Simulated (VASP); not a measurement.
Set up this calculation in VASP 6.6.1, as the native input.

```yaml
Task: single point
Functional: PBEsol
Potentials_or_basis: VASP PAW PBE potentials, release 64 (Zn, Al, O, Ga_d)
Cutoff: 520 eV
k_mesh: 1 × 1 × 1, shifted
Occupations: fermi-dirac, width 0.05 eV
Spin: no spin polarisation
Dipole_correction: no
Further_INCAR_settings: LREAL = Auto; ALGO = Normal; EDIFF = 1e-07; NBANDS = 212; ISYM = 0
```

The structure of Al7Zn4GaO16 lies in POSCAR:

```
Al7Zn4GaO16
1.0
    8.1225028501      0.0000000000      0.0000000000
    0.0000000000      8.1225028501      0.0000000000
    0.0000000000      0.0000000000      8.1225028501
Zn Al O Ga
8 14 32 2
Direct
    0.8733020000      0.3723990000      0.3766320000
    0.3769890000      0.8760410000      0.3767150000
    0.3769170000      0.3723160000      0.8729720000
    0.1256170000      0.1247030000      0.1230880000
    0.8732920000      0.8760280000      0.8729220000
    0.6255650000      0.6247190000      0.1230310000
    0.6256440000      0.1248090000      0.6265550000
    0.1256380000      0.6248640000      0.6266050000
    0.5003720000      0.9995290000      0.9997910000
    0.7503860000      0.2494430000      0.9997790000
    0.7487000000      0.0011030000      0.2509630000
    0.9997670000      0.4988670000      0.9962250000
    0.2509260000      0.7501220000      0.9962660000
    0.9992890000      0.0011100000      0.5014470000
    0.5019390000      0.4984310000      0.5014960000
    0.2514490000      0.2479710000      0.5014210000
    0.5019980000      0.2478990000      0.2509440000
    0.7488280000      0.7505730000      0.5014550000
    0.2504390000      0.9995650000      0.7496670000
    0.7503060000      0.4994200000      0.7496990000
    0.0003670000      0.2494240000      0.7497230000
    0.5004690000      0.7495340000      0.7497550000
    0.5144300000      0.0136440000      0.2358880000
    0.7361000000      0.2352150000      0.2355460000
    0.5145990000      0.2354200000      0.0141760000
    0.7362670000      0.0136620000      0.0141370000
    0.0087610000      0.5079030000      0.2314220000
    0.2416790000      0.7408380000      0.2313980000
    0.0152730000      0.7345810000      0.0050170000
    0.2354470000      0.5143850000      0.0049550000
    0.0140940000      0.0144960000      0.7364770000
    0.2364200000      0.2342940000      0.7361820000
    0.0149600000      0.2363400000      0.5147050000
    0.2359170000      0.0128650000      0.5146720000
    0.2672800000      0.2556260000      0.2660040000
    0.4945020000      0.4828000000      0.2658730000
    0.4872940000      0.2624610000      0.4872140000
    0.2663880000      0.4835620000      0.4926350000
    0.5153940000      0.5132020000      0.7365580000
    0.7351940000      0.7355180000      0.7361790000
    0.5137150000      0.7350200000      0.5147680000
    0.7371570000      0.5140440000      0.5146690000
    0.7564080000      0.7663970000      0.2660250000
    0.9836370000      0.9936320000      0.2658520000
    0.9843980000      0.7655410000      0.4926030000
    0.7632990000      0.9864300000      0.4872020000
    0.7644860000      0.2635160000      0.7643390000
    0.9854910000      0.4845950000      0.7619830000
    0.9863480000      0.2631190000      0.9847540000
    0.7640070000      0.4854240000      0.9847840000
    0.2654680000      0.7645810000      0.7623820000
    0.4865230000      0.9856250000      0.7640190000
    0.4865570000      0.7634680000      0.9848130000
    0.2643130000      0.9857450000      0.9847850000
    0.2518590000      0.4980160000      0.2484770000
    0.9988400000      0.7509940000      0.2484830000
```

These files were run (other wordings do the same):

INCAR

```
SYSTEM = Al7Zn4GaO16
PREC = Accurate
ENCUT = 520
EDIFF = 1E-7
ISMEAR = -1
SIGMA = 0.05
LREAL = Auto
LASPH = .TRUE.
NELM = 100
ALGO = Normal
ISIF = 2
LWAVE = .FALSE.
LCHARG = .TRUE.
GGA = PS
LELF = .TRUE.
LVHAR = .TRUE.
NBANDS = 212
ISYM = 0
```

KPOINTS

```
Automatic mesh
0
Gamma
  1 1 1
  0.25 0.25 0.25
```

Potentials or basis: VASP PAW PBE potentials, release 64 (Zn, Al, O, Ga_d).

Command:

```bash
$ cat potpaw_PBE.64/Zn/POTCAR potpaw_PBE.64/Al/POTCAR potpaw_PBE.64/O/POTCAR potpaw_PBE.64/Ga_d/POTCAR > POTCAR
$ mpirun -np 1 vasp_std > vasp.out
```

It gave:

```yaml
Pressure: 0.5 GPa
Largest_force: 0.074 eV/Å
Band_gap_on_the_k_mesh: 4.77 eV
```

Caveat: the PAW data sets were made with another functional, which shifts forces and pressure a little; a shifted mesh leaves out Γ, where band edges can lie.

Run time: 31 min on 1 thread of Oxide Virtual Turin-like Processor, with other jobs on the host, peak memory 0.65 GiB.
